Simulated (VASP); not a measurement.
Crystal: TiBMoC2.

```xyz
5
Lattice="-1.8874 1.8874 4.6503 1.8874 -1.8874 4.6503 1.8874 1.8874 -4.6503" Properties=species:S:1:pos:R:3 pbc="T T T"
Ti    0.0000    0.0000    0.0000
B     0.0000    1.8874    2.3251
Mo    1.8874    0.0000    2.3251
C     0.0000    0.0000    5.7857
C     0.0000    0.0000    3.5149
```

```yaml
Program: VASP 6.6.1
Task: relaxation of cell and atoms
Functional: PBE
Potentials_or_basis: VASP PAW PBE potentials, release 64 (Ti_sv, B, Mo_sv, C)
Cutoff: 600 eV
k_mesh: 6 × 6 × 6
Occupations: gaussian, width 0.1 eV
Spin: no spin polarisation
```

At the start: pressure -34.0 GPa; volume 13.25 Å³/atom.

Task: How do energy, volume and symmetry change on relaxing?

Result: Over 22 steps the energy falls by 1239.0 meV/atom and the volume is 9.31 Å³/atom (-29.8 %); space group I-4m2 (No. 119, to 0.05 Å).

Step by step:
```tsv
step	energy change (eV)	largest force (eV/Å)	pressure (GPa)	volume (Å³)
1	0.0000	0.6232	-34.00	66.26
2	-1.4272	4.2798	56.45	42.70
3	-2.4443	1.7228	2.29	50.00
4	-3.6872	3.3751	7.90	47.58
5	-4.2138	2.3025	43.44	42.72
6	-4.5621	3.3084	22.21	44.85
7	-5.0650	2.0150	8.43	46.44
8	-5.1253	1.6001	4.25	47.10
9	-5.1282	1.5254	3.46	47.24
10	-5.3393	1.8560	-2.81	47.77
11	-5.7712	2.1338	-15.72	49.28
12	-4.6774	7.2280	-11.14	51.89
13	-5.7614	2.1858	-17.25	49.55
14	-5.8092	1.7735	-19.92	50.22
15	-5.9046	1.0277	-17.07	49.76
16	-5.9259	0.1721	-14.46	49.43
17	-6.0091	0.2031	-11.92	48.80
18	-6.1632	0.2949	-2.78	46.93
19	-6.1797	0.3393	2.51	46.03
20	-6.1799	0.3338	1.97	46.13
21	-6.1861	0.2599	1.51	46.23
22	-6.1952	0.0318	0.33	46.53
```

Final structure:
```yaml
crystal:
  lattice:
    - [-1.54971, 1.54971, 4.84328]
    - [1.54971, -1.54971, 4.84328]
    - [1.54971, 1.54971, -4.84328]
  atoms:
    - { symbol: Ti, position: [0.00000, 0.00000, 0.00000] }
    - { symbol: B, position: [0.75000, 0.25000, 0.50000] }
    - { symbol: Mo, position: [0.25000, 0.75000, 0.50000] }
    - { symbol: C, position: [0.57565, 0.57565, 0.00000] }
    - { symbol: C, position: [0.42435, 0.42435, 0.00000] }
```

Caveat: the k points lie up to 0.48 Å⁻¹ apart in the final cell; the volume moved by over 15 % at a fixed basis, so the end points are rough.
